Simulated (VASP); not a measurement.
# TiSi2 (Fddd) in VASP: single point with r2SCAN

Aim: the single point of TiSi2 with r2SCAN.

All numbers are computed with VASP 6.6.1; they aren't measurements. Logs are shortened: lines on timing, memory, paths and dates and some standing lists are left out, and cuts for length are marked.

## (1) The cell of the first run

It takes space group Fddd (No. 70, orthorhombic). Conventional cell: a = 4.781 Å, b = 8.232 Å, c = 8.516 Å, α = 90.00°, β = 90.00°, γ = 90.00°. Within 3.4 Å of Ti (site symmetry 222) lie 10 Si at 2.55 to 2.78 Å and 4 Ti at 3.19 Å. Si (site symmetry 2) has 9 Si at 2.52 to 3.19 Å and 5 Ti at 2.55 to 2.78 Å within 3.3 Å.

## (2) Single point, r2SCAN

POSCAR reads:

```
TiSi2
1.0
   -4.7808853985      0.0000000000      0.0000000000
    0.0000000000     -4.2581430004      4.1161595049
    0.0000000000      4.2581430004      4.1161595049
Ti Si
4 8
Direct
    0.5000000000      0.5000000000      0.5000000000
    1.0000000000      0.0000000000      0.0000000000
    0.7500000000      1.0000000000      0.5000000000
    0.2500000000      0.5000000000      0.0000000000
    0.5000000000      0.1626734816      0.1626734816
    1.0000000000      0.6626734816      0.6626734816
    0.5000000000      0.8373265184      0.8373265184
    1.0000000000      0.3373265184      0.3373265184
    0.2500000000      0.8373265184      0.3373265184
    0.7500000000      0.3373265184      0.8373265184
    0.2500000000      0.1626734816      0.6626734816
    0.7500000000      0.6626734816      0.1626734816
```

INCAR.step1 reads:

```
  PREC = Accurate
  ENCUT = 520
  ISMEAR = 0
  SIGMA = 0.1
  LREAL = F
  LASPH = T
  NELM = 100
  NBANDS = 52
  GGA = PE
  ALGO = Normal
  EDIFF = 1E-4
  LWAVE = T
  LCHARG = F
```

INCAR.step2 reads:

```
  PREC = Accurate
  ENCUT = 520
  EDIFF = 1E-7
  ISMEAR = 0
  SIGMA = 0.1
  LREAL = F
  LASPH = T
  NELM = 100
  ALGO = Normal
  ISIF = 2
  LWAVE = F
  LCHARG = F
  METAGGA = R2SCAN
  LMIXTAU = T
  NBANDS = 52
  ISTART = 1
```

KPOINTS reads:

```
Automatic mesh
0
Gamma
  8 6 6
```

Potentials or basis: VASP PAW PBE potentials, release 64 (Ti_sv, Si).

Started as:

```console
> cat potpaw_PBE.64/Ti_sv/POTCAR potpaw_PBE.64/Si/POTCAR > POTCAR
> cp INCAR.step1 INCAR
> mpirun -np 1 vasp_std > vasp.out
> cp INCAR.step2 INCAR
> mpirun -np 1 vasp_std > vasp.out
```

OUTCAR:

```text
PREC = Accurate
   ENCUT = 520
   EDIFF = 1E-7
   ISMEAR = 0
   LREAL = F
   LASPH = T
   NELM = 100
   ISIF = 2
   METAGGA = R2SCAN
   ISTART = 1

 ion  position               nearest neighbor table
   1  0.500  0.500  0.500-   9 2.55  10 2.55  11 2.55  12 2.55   6 2.74   8 2.74   6 2.74   8 2.74
                             7 2.78   5 2.78
   2  0.000  0.000  0.000-   9 2.55  10 2.55  11 2.55  12 2.55   5 2.74   7 2.74   5 2.74   7 2.74
                             6 2.78   8 2.78
   3  0.750  0.000  0.500-   5 2.55   6 2.55   7 2.55   8 2.55   9 2.74  11 2.74   9 2.74  11 2.74
                            10 2.78  12 2.78
   4  0.250  0.500  0.000-   5 2.55   6 2.55   7 2.55   8 2.55  10 2.74  12 2.74  10 2.74  12 2.74
                            11 2.78   9 2.78
   5  0.500  0.163  0.163-   9 2.52  10 2.52   3 2.55   4 2.55   7 2.68   2 2.74   2 2.74   1 2.78
                             8 2.79   8 2.79
   6  0.000  0.663  0.663-   9 2.52  10 2.52   3 2.55   4 2.55   8 2.68   1 2.74   1 2.74   2 2.78
                             7 2.79   7 2.79
   7  0.500  0.837  0.837-  11 2.52  12 2.52   3 2.55   4 2.55   5 2.68   2 2.74   2 2.74   1 2.78
                             6 2.79   6 2.79
   8  0.000  0.337  0.337-  11 2.52  12 2.52   3 2.55   4 2.55   6 2.68   1 2.74   1 2.74   2 2.78
                             5 2.79   5 2.79
   9  0.250  0.837  0.337-   5 2.52   6 2.52   1 2.55   2 2.55  11 2.68   3 2.74   3 2.74   4 2.78
                            12 2.79  12 2.79
  10  0.750  0.337  0.837-   5 2.52   6 2.52   1 2.55   2 2.55  12 2.68   4 2.74   4 2.74   3 2.78
                            11 2.79  11 2.79
  11  0.250  0.163  0.663-   7 2.52   8 2.52   1 2.55   2 2.55   9 2.68   3 2.74   3 2.74   4 2.78
                            10 2.79  10 2.79
  12  0.750  0.663  0.163-   7 2.52   8 2.52   1 2.55   2 2.55  10 2.68   4 2.74   4 2.74   3 2.78
                             9 2.79   9 2.79

  LATTYP: Found a base centered orthorhombic cell.
 ALAT       =     8.2323190098
 B/A-ratio  =     1.0344941675
 C/A-ratio  =     0.5807458862

  Lattice vectors:

 A1 = (   0.0000000000,  -4.2581430004,   4.1161595049)
 A2 = (   0.0000000000,   4.2581430004,   4.1161595049)
 A3 = (  -4.7808853985,   0.0000000000,   0.0000000000)

Analysis of symmetry for initial positions (statically):
=====================================================================
 Subroutine PRICEL returns following result:

  LATTYP: Found a face centered orthorhombic cell.
 ALAT       =     4.7808853985
 B/A-ratio  =     1.7219235191
 C/A-ratio  =     1.7813198374

  Lattice vectors:

 A1 = (   0.0000000000,  -4.2581430004,   4.1161595049)
 A2 = (   2.3904426992,  -4.2581430004,   0.0000000000)
 A3 = (   2.3904426992,   0.0000000000,   4.1161595049)

   2 primitive cells build up your supercell.

 Routine SETGRP: Setting up the symmetry group for a
 base centered orthorhombic supercell.

 Subroutine GETGRP returns: Found  8 space group operations
 (whereof  4 operations were pure point group operations)
 out of a pool of  8 trial point group operations.

The static configuration has the point symmetry D_2 .
 The point group associated with its full space group is D_2h.

Analysis of symmetry for dynamics (positions and initial velocities):
=====================================================================
 Subroutine PRICEL returns following result:

  LATTYP: Found a face centered orthorhombic cell.
 ALAT       =     4.7808853985
 B/A-ratio  =     1.7219235191
 C/A-ratio  =     1.7813198374

  Lattice vectors:

 A1 = (   0.0000000000,  -4.2581430004,   4.1161595049)
 A2 = (   2.3904426992,  -4.2581430004,   0.0000000000)
 A3 = (   2.3904426992,   0.0000000000,   4.1161595049)

   2 primitive cells build up your supercell.

 Routine SETGRP: Setting up the symmetry group for a
 base centered orthorhombic supercell.

 Subroutine GETGRP returns: Found  8 space group operations
 (whereof  4 operations were pure point group operations)
 out of a pool of  8 trial point group operations.

The dynamic configuration has the point symmetry D_2 .
 The point group associated with its full space group is D_2h.

 Subroutine INISYM returns: Found  8 space group operations
 (whereof  4 operations are pure point group operations),
[... 39 lines left out ...]
 generate k-points for:    8    6    6

 Generating k-lattice:

  Cartesian coordinates                     Fractional coordinates (reciprocal lattice)
    -0.026145785  0.000000000  0.000000000     0.125000000  0.000000000  0.000000000
     0.000000000 -0.019570346  0.020245409     0.000000000  0.166666667  0.000000000
     0.000000000  0.019570346  0.020245409     0.000000000  0.000000000  0.166666667

  Length of vectors
     0.026145785  0.028158037  0.028158037

  Shift w.r.t. Gamma in fractional coordinates (k-lattice)
     0.000000000  0.000000000  0.000000000

 Subroutine IBZKPT returns following result:
 ===========================================

 Found     65 irreducible k-points:

 Following reciprocal coordinates:
            Coordinates               Weight
  0.000000  0.000000  0.000000      1.000000
  0.125000  0.000000  0.000000      2.000000
  0.250000  0.000000  0.000000      2.000000
  0.375000  0.000000  0.000000      2.000000
  0.500000  0.000000  0.000000      1.000000
  0.000000  0.166667 -0.000000      4.000000
[... 16 lines left out ...]
  0.250000  0.166667  0.166667      4.000000
  0.375000  0.166667  0.166667      4.000000
 [... further k-points ...]
   k-points           NKPTS =     65   k-points in BZ     NKDIM =     65   number of bands    NBANDS=     52
   number of dos      NEDOS =    301   number of ions     NIONS =     12
   total plane-waves  NPLWV =  82944
   dimension x,y,z NGX =    36 NGY =   48 NGZ =   48
   dimension x,y,z NGXF=    72 NGYF=   96 NGZF=   96
   ions per type =               4   8
   NGX,Y,Z   is equivalent  to a cutoff of  12.52, 13.47, 13.47 a.u.
   NGXF,Y,Z  is equivalent  to a cutoff of  25.04, 26.95, 26.95 a.u.
 SYSTEM =  unknown system
   PREC   = accura    normal or accurate (medium, high low for compatibility)
   ISTART =      1    job   : 0-new  1-cont  2-samecut
   ICHARG =      0    charge: 1-file 2-atom 10-const
   ISPIN  =      1    spin polarized calculation?
   LNONCOLLINEAR =      F non collinear calculations
   LSORBIT =      F    spin-orbit coupling
   LASPH  =      T    aspherical Exc in radial PAW
   ENCUT  =  520.0 eV  38.22 Ry    6.18 a.u.   8.89 11.01 11.01*2*pi/ulx,y,z
   NELM   =    100;   NELMIN=  2; NELMDL=  0     # of ELM steps
   EDIFF  = 0.1E-06   stopping-criterion for ELM
   LREAL  =      F    real-space projection
   EDIFFG = 0.1E-05   stopping-criterion for IOM
   NSW    =      0    number of steps for IOM
   IBRION =     -1    ionic relax: 0-MD 1-quasi-New 2-CG
   NFREE  =      0    steps in history (QN), initial steepest desc. (CG)
   ISIF   =      2    stress and relaxation
   ISYM   =      2    0-nonsym 1-usesym 2-fastsym
   POTIM  = 0.5000    time-step for ionic-motion
   TEBEG  =    0.0;   TEEND  =   0.0 temperature during run
   PSTRESS=    0.0 pullay stress
   NELECT =      80.0000    total number of electrons
   NUPDOWN=      -1.0000    fix difference up-down
   EMIN   =  10.00;   EMAX   =-10.00  energy-range for DOS
   EFERMI =   0.00;   METHOD = LEGACY
   ISMEAR =     0;   SIGMA  =   0.10  broadening in eV -4-tet -1-fermi 0-gaus
   EFERMI_NEDOS =   21; number of points for ismear=-14 and -15
   IALGO  =     38    algorithm
   IMIX   =      4    mixing-type and parameters
     AMIX     =   0.40;   BMIX     =  1.00
     AMIX_MAG =   1.60;   BMIX_MAG =  1.00
  volume/ion in A,a.u.               =      13.97        94.25
  Fermi-wavevector in a.u.,A,eV,Ry     =   1.279444  2.417798 22.272419  1.636977
  Thomas-Fermi vector in A             =   2.411929
   LORBIT       =      0    0 simple, 1 ext, 2 COOP (PROOUT), +10 PAW based schemes
   METAGGA = R2SCAN    functional components
   LHFCALC =     F    Hartree Fock is set to
   AEXX    =    0.0000 exact exchange contribution
   IVDW    =     0    specifies the selected vdW correction
   LEPSILON=     F    determine dielectric tensor
   LRPA    =     F    only Hartree local field effects (RPA)
 non-spin polarized calculation
 Gauss-broadening in eV      SIGMA  =   0.10
  energy-cutoff  :      520.00
  volume of cell :      167.59
 maximum number of plane-waves:      4544
 NGX is ok and might be reduce to    36
   NGX = 17   NGY = 23   NGZ = 23

 number of electron      79.9999982 magnetization

 Free energy of the ion-electron system (eV)
  ---------------------------------------------------
  ext. energy  EPLUGINS =         0.00000000
  ---------------------------------------------------
  free energy    TOTEN  =      -128.24164770 eV

  energy without entropy =     -128.22199108  energy(sigma->0) =     -128.23181939

 E-fermi :  10.2343     XC(G=0): -12.5762

 val. band max:       10.2255164180   @ k =   0.2500  -0.3333   0.3333
 cond. band min:      10.2358125397   @ k =   0.2500   0.1667  -0.0000
 fundamental gap:      0.0102961217
 Fermi energy:        10.2343058089

 k-point     1 :       0.0000    0.0000    0.0000
  band No.  band energies     occupation
      1     -48.3904      2.00000
      2     -48.3749      2.00000
      3     -48.3749      2.00000
      4     -48.3598      2.00000
      5     -23.7556      2.00000
      6     -23.7556      2.00000
[... 1309 lines left out ...]
     51      13.2057      0.00000
     52      13.3178      0.00000

 [... further k-points ...]

------------------------ aborting loop because EDIFF is reached ----------------------------------------

  FORCE on cell =-STRESS in cart. coord.  units (eV):
  Direction    XX          YY          ZZ          XY          YZ          ZX
  --------------------------------------------------------------------------------------
  -------------------------------------------------------------------------------------
  Total        0.2448089      0.3545972      0.3107584      0.0000000      0.0000000      0.0000000
  in kB        2.3403839      3.3899645      2.9708636      0.0000000      0.0000000      0.0000000
  external PRESSURE =       2.9004040 kB  Pullay stress =       0.0000000 kB

 VOLUME and BASIS-vectors are now :
 -----------------------------------------------------------------------------
  energy-cutoff  :      520.00
  volume of cell :      167.59
      direct lattice vectors                 reciprocal lattice vectors
    -4.780885398  0.000000000  0.000000000    -0.209166277  0.000000000  0.000000000
     0.000000000 -4.258143000  4.116159505     0.000000000 -0.117422078  0.121472455
     0.000000000  4.258143000  4.116159505     0.000000000  0.117422078  0.121472455

 POSITION                                       TOTAL-FORCE (eV/Angst)
 -----------------------------------------------------------------------------------
     -2.39044      0.00000      4.11616         0.000000     -0.000000     -0.000000
      0.00000      0.00000      0.00000         0.000000     -0.000000      0.000000
     -3.58566      2.12907      2.05808        -0.000000     -0.000000      0.000000
     -1.19522     -2.12907      2.05808        -0.000000      0.000000      0.000000
     -2.39044      0.00000      1.33918         0.000000      0.000000     -0.002227
      0.00000      0.00000      5.45534         0.000000      0.000000     -0.002227
     -2.39044      0.00000      6.89314        -0.000000      0.000000      0.002227
      0.00000      0.00000      2.77698         0.000000      0.000000      0.002227
     -1.19522     -2.12907      4.83506        -0.000000      0.000000      0.002227
     -3.58566      2.12907      4.83506        -0.000000      0.000000      0.002227
     -1.19522      2.12907      3.39726         0.000000      0.000000     -0.002227
     -3.58566     -2.12907      3.39726        -0.000000      0.000000     -0.002227
 -----------------------------------------------------------------------------------
    total drift:                               -0.000000     -0.000000      0.000000

  FREE ENERGIE OF THE ION-ELECTRON SYSTEM (eV)
  ---------------------------------------------------
  free  energy   TOTEN  =      -128.2416476959 eV

  energy  without entropy=     -128.2219910833  energy(sigma->0) =     -128.23181939
```

Wall time 67 min (1 thread of Oxide Virtual Turin-like, shared host); peak memory 0.54 GiB.

What came out:

```
Free energy            : -128.2416 eV
Pressure               : 0.3 GPa
Band gap on the k mesh : zero (bands 40 and 41 overlap by 1.39 eV)
```

Forces in eV/Å, atoms in the order of the input:
```
Ti   0.000  0.000  0.000
Ti   0.000  0.000  0.000
Ti   0.000  0.000  0.000
Ti   0.000  0.000  0.000
Si   0.000  0.000 -0.002
Si   0.000  0.000 -0.002
Si   0.000  0.000  0.002
Si   0.000  0.000  0.002
Si   0.000  0.000  0.002
Si   0.000  0.000  0.002
Si   0.000  0.000 -0.002
Si   0.000  0.000 -0.002
```

Caveat: the PAW data sets were made with another functional, which shifts forces and pressure a little.
